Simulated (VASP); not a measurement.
# Pb (Fm-3m) in VASP: notebook

The runs below take Pb through single point, with PBE.

All numbers are computed with VASP 6.6.1; they aren't measurements. Logs are shortened: lines on timing, memory, paths and dates and some standing lists are left out, and cuts for length are marked.

### 1 The cell of the first run

It takes space group Fm-3m (No. 225, cubic). The conventional cell has a = 4.950 Å, b = 4.950 Å, c = 4.950 Å, α = 90.00°, β = 90.00°, γ = 90.00°. Pb (site symmetry m-3m) has 12 Pb at 3.50 Å within 4.6 Å.

### 2 Single point, PBE

Contents of INCAR:

```
SYSTEM = Pb
PREC     = Accurate       ! precision mode
ENCUT    = 520            ! plane-wave cutoff, eV
EDIFF    = 1E-6           ! SCF threshold, eV
ISMEAR   = -1             ! smearing method
SIGMA    = 0.15           ! smearing width, eV
LREAL    = .FALSE.        ! projectors in reciprocal space
LASPH    = .TRUE.         ! aspherical terms in the spheres
NELM     = 60             ! most SCF steps
ALGO     = Normal         ! electronic algorithm
ISIF     = 2              ! what is computed and relaxed
LWAVE    = .FALSE.        ! write WAVECAR
LCHARG   = .FALSE.        ! write CHGCAR
GGA      = PE             ! functional
NBANDS   = 13             ! bands
```

Contents of KPOINTS:

```
Automatic mesh
0
G
  12 12 12
  0 0 0
```

Contents of POSCAR:

```
Pb
1.0
    0.0000000000      2.4750200000      2.4750200000
    2.4750200000      0.0000000000      2.4750200000
    2.4750200000      2.4750200000      0.0000000000
Pb
1
Direct
    0.0000000000      0.0000000000      0.0000000000
```

Potentials or basis: VASP PAW PBE potentials, release 64 (Pb_d).

Run with:

```sh
$ cat potpaw_PBE.64/Pb_d/POTCAR > POTCAR
$ mpirun -np 1 vasp_std > vasp.out
```

OUTCAR:

```text
SYSTEM = Pb
   PREC = Accurate
   ENCUT = 520
   EDIFF = 1E-6
   ISMEAR = -1
   LREAL = .FALSE.
   LASPH = .TRUE.
   NELM = 60
   ISIF = 2
   GGA = PE

 ion  position               nearest neighbor table
   1  0.000  0.000  0.000-

  LATTYP: Found a face centered cubic cell.
 ALAT       =     4.9500400000

  Lattice vectors:

 A1 = (   0.0000000000,   2.4750200000,   2.4750200000)
 A2 = (   2.4750200000,   0.0000000000,   2.4750200000)
 A3 = (   2.4750200000,   2.4750200000,   0.0000000000)

Analysis of symmetry for initial positions (statically):
=====================================================================
 Subroutine PRICEL returns:
 Original cell was already a primitive cell.

 Routine SETGRP: Setting up the symmetry group for a
 face centered cubic supercell.

 Subroutine GETGRP returns: Found 48 space group operations
 (whereof 48 operations were pure point group operations)
 out of a pool of 48 trial point group operations.

The static configuration has the point symmetry O_h .

Analysis of symmetry for dynamics (positions and initial velocities):
=====================================================================
 Subroutine PRICEL returns:
 Original cell was already a primitive cell.

 Routine SETGRP: Setting up the symmetry group for a
 face centered cubic supercell.

 Subroutine GETGRP returns: Found 48 space group operations
 (whereof 48 operations were pure point group operations)
 out of a pool of 48 trial point group operations.

The dynamic configuration has the point symmetry O_h .

 Subroutine INISYM returns: Found 48 space group operations
 (whereof 48 operations are pure point group operations),
 and found     1 'primitive' translations

----------------------------------------------------------------------------------------

                                     Primitive cell

  volume of cell :      30.3226

  direct lattice vectors                    reciprocal lattice vectors
     0.000000000  2.475020000  2.475020000    -0.202018570  0.202018570  0.202018570
     2.475020000  0.000000000  2.475020000     0.202018570 -0.202018570  0.202018570
     2.475020000  2.475020000  0.000000000     0.202018570  0.202018570 -0.202018570

  length of vectors
     3.500206851  3.500206851  3.500206851     0.349906427  0.349906427  0.349906427

  position of ions in fractional coordinates (direct lattice)
     0.000000000  0.000000000  0.000000000

[... 81 lines left out ...]
   ISIF   =      2    stress and relaxation
   ISYM   =      2    0-nonsym 1-usesym 2-fastsym
   POTIM  = 0.5000    time-step for ionic-motion
   TEBEG  =    0.0;   TEEND  =   0.0 temperature during run
   PSTRESS=    0.0 pullay stress
   NELECT =      14.0000    total number of electrons
   NUPDOWN=      -1.0000    fix difference up-down
   EMIN   =  10.00;   EMAX   =-10.00  energy-range for DOS
   EFERMI =   0.00;   METHOD = LEGACY
   ISMEAR =    -1;   SIGMA  =   0.15  broadening in eV -4-tet -1-fermi 0-gaus
   EFERMI_NEDOS =   21; number of points for ismear=-14 and -15
   IALGO  =     38    algorithm
   IMIX   =      4    mixing-type and parameters
     AMIX     =   0.40;   BMIX     =  1.00
     AMIX_MAG =   1.60;   BMIX_MAG =  1.00
  volume/ion in A,a.u.               =      30.32       204.63
  Fermi-wavevector in a.u.,A,eV,Ry     =   1.265306  2.391081 21.782907  1.600999
  Thomas-Fermi vector in A             =   2.398566
   LORBIT       =      0    0 simple, 1 ext, 2 COOP (PROOUT), +10 PAW based schemes
   GGA     = PE    functional components
   LHFCALC =     F    Hartree Fock is set to
   AEXX    =    0.0000 exact exchange contribution
   IVDW    =     0    specifies the selected vdW correction
   LEPSILON=     F    determine dielectric tensor
   LRPA    =     F    only Hartree local field effects (RPA)
 non-spin polarized calculation
  energy-cutoff  :      520.00
  volume of cell :       30.32
 maximum number of plane-waves:       869
 NGX is ok and might be reduce to    28
   NGX = 13   NGY = 13   NGZ = 13

 number of electron      13.9999999 magnetization

 Free energy of the ion-electron system (eV)
  ---------------------------------------------------
  ext. energy  EPLUGINS =         0.00000000
  ---------------------------------------------------
  free energy    TOTEN  =        -3.56627240 eV

  energy without entropy =       -3.52046455  energy(sigma->0) =       -3.54336847

 E-fermi :   7.3152     XC(G=0): -10.1839

 val. band max:        7.2908311664   @ k =  -0.3333   0.2500   0.0000
 cond. band min:       7.3166041046   @ k =  -0.2500   0.0833   0.0000
 fundamental gap:      0.0257729382
 Fermi energy:         7.3152216702

 k-point     1 :       0.0000    0.0000    0.0000
  band No.  band energies     occupation
      1      -9.7870      2.00000
      2      -9.7870      2.00000
      3      -9.7870      2.00000
      4      -9.6472      2.00000
      5      -9.6472      2.00000
      6      -4.4711      2.00000
      7      14.7013      0.00000
      8      14.7013      0.00000
      9      14.7013      0.00000
     10      17.0461      0.00000
     11      18.6238      0.00000
     12      19.7673      0.00000
     13      19.7673      0.00000
[... 354 lines left out ...]
  band No.  band energies     occupation
      1      -9.8068      2.00000
      2      -9.7505      2.00000
      3      -9.7160      2.00000
      4      -9.5653      2.00000
      5      -9.5300      2.00000
      6      -0.5617      2.00000
      7       3.7338      2.00000
      8       9.5093      0.00000
      9      12.0349      0.00000
     10      15.1165      0.00000
     11      19.1798      0.00000
     12      19.9738      0.00000
     13      22.3916      0.00000

 [... further k-points ...]

------------------------ aborting loop because EDIFF is reached ----------------------------------------

  FORCE on cell =-STRESS in cart. coord.  units (eV):
  Direction    XX          YY          ZZ          XY          YZ          ZX
  --------------------------------------------------------------------------------------
  -------------------------------------------------------------------------------------
  Total        0.4853047      0.4853047      0.4853047      0.0000000      0.0000000      0.0000000
  in kB       25.6424140     25.6424140     25.6424140      0.0000000      0.0000000      0.0000000
  external PRESSURE =      25.6424140 kB  Pullay stress =       0.0000000 kB

 VOLUME and BASIS-vectors are now :
 -----------------------------------------------------------------------------
  energy-cutoff  :      520.00
  volume of cell :       30.32
      direct lattice vectors                 reciprocal lattice vectors
     0.000000000  2.475020000  2.475020000    -0.202018570  0.202018570  0.202018570
     2.475020000  0.000000000  2.475020000     0.202018570 -0.202018570  0.202018570
     2.475020000  2.475020000  0.000000000     0.202018570  0.202018570 -0.202018570

 POSITION                                       TOTAL-FORCE (eV/Angst)
 -----------------------------------------------------------------------------------
      0.00000      0.00000      0.00000         0.000000     -0.000000      0.000000
 -----------------------------------------------------------------------------------
    total drift:                               -0.000000     -0.000000     -0.000000

  FREE ENERGIE OF THE ION-ELECTRON SYSTEM (eV)
  ---------------------------------------------------
  free  energy   TOTEN  =        -3.5662723995 eV

  energy  without entropy=       -3.5204645488  energy(sigma->0) =       -3.54336847
```

OSZICAR:

```text
N       E                     dE             d eps       ncg     rms          rms(c)
DAV:   1     0.106944579135E+03    0.10694E+03   -0.71069E+03  1903   0.124E+03
DAV:   2     0.158122305622E+01   -0.10536E+03   -0.10204E+03  1937   0.313E+02
DAV:   3    -0.345421455804E+01   -0.50354E+01   -0.50178E+01  2295   0.736E+01
DAV:   4    -0.357214701667E+01   -0.11793E+00   -0.11790E+00  2289   0.119E+01
DAV:   5    -0.357763117445E+01   -0.54842E-02   -0.54839E-02  2632   0.243E+00    0.525E-01
DAV:   6    -0.356852373822E+01    0.91074E-02   -0.12625E-02  2432   0.198E+00    0.260E-01
DAV:   7    -0.356633309084E+01    0.21906E-02   -0.55015E-03  2427   0.122E+00    0.870E-02
DAV:   8    -0.356627699464E+01    0.56096E-04   -0.41087E-04  2517   0.322E-01    0.101E-02
DAV:   9    -0.356627349274E+01    0.35019E-05   -0.97066E-06  2633   0.531E-02    0.497E-03
DAV:  10    -0.356627234532E+01    0.11474E-05   -0.78946E-07  1646   0.843E-03    0.446E-04
DAV:  11    -0.356627239952E+01   -0.54195E-07   -0.12633E-07  1391   0.674E-03
   1 F= -.35662724E+01 E0= -.35433685E+01  d E =-.458079E-01
```

It took 38 s on 1 thread of Intel Xeon Platinum 8259CL at 2.50GHz (Skylake/Cascade Lake), shared host; peak memory 0.17 GiB.

Results:

```yaml
Free_energy: -3.5663 eV
Pressure: 2.6 GPa
Band_gap_on_the_k_mesh: zero (band 7 reaches 14.70 eV, above the bottom of band 8 at 5.74 eV)
```

Caveat: spin-orbit coupling is left out, which moves the levels of the heavy elements.

[end of part 1 of 2]
